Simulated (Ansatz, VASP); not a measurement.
One calculation of Mo, two programs

```
Mo
1.0
     0.00000    2.84363    2.84363
     2.84363    0.00000    2.84363
     2.84363    2.84363    0.00000
Mo
2
Direct
  0.87500 0.87500 0.87500
  0.12500 0.12500 0.12500
```

Change from the starting cell: volume scaled by 1, PAW files.

Alike in both runs: task single point; functional PBE; k mesh 14 × 14 × 14; occupations fermi-dirac, width 0.05 eV; no spin polarisation.

|  | VASP | Ansatz |
| --- | --- | --- |
| version | VASP 6.6.1 | Ansatz 0.2.0 |
| potentials or method | VASP PAW PBE potentials, release 64 (Mo_sv) | PAW with Ansatz's default frozen-core files, scalar-relativistic |
| plane-wave cutoff (eV) | 520 | 420 |
| valence electrons in the cell | 28 | 28 |

|  | VASP | Ansatz | Ansatz less VASP |
| --- | --- | --- | --- |
| pressure (GPa) | 0.4 | 0.0 | -0.40 |
